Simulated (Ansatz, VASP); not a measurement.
# Two plane-wave programs on SiNi

```xyz
2
Lattice="0.0000 2.3703 2.3703 2.3703 0.0000 2.3703 2.3703 2.3703 0.0000" Properties=species:S:1:pos:R:3 pbc="T T T"
Ni    0.0000    0.0000    0.0000
Si    2.3703    2.3703    2.3703
```

Alike in both runs: functional PBE; k mesh 15 × 15 × 15; occupations fermi-dirac, width 0.1 eV; no spin polarisation.

Ansatz relaxed the structure, and its values are those at the end. VASP's run is a single point on that final structure, the one shown.

```csv
,VASP,Ansatz
version,VASP 6.6.1,Ansatz 0.2.0
potentials or method,"VASP PAW PBE potentials, release 64 (Ni, Si)","PAW with Ansatz's default frozen-core files, scalar-relativistic"
plane-wave cutoff (eV),520,420
valence electrons in the cell,14,22
```

|  | VASP | Ansatz | Ansatz less VASP |
| --- | --- | --- | --- |
| pressure (GPa) | 0.0 | 0.0 | 0.00 |

The functional is the same, so the differences come from potentials, cutoffs and numerics. VASP's potentials hold 14 valence electrons a cell and Ansatz's 22, so a difference there can come from the potentials and not from the codes.
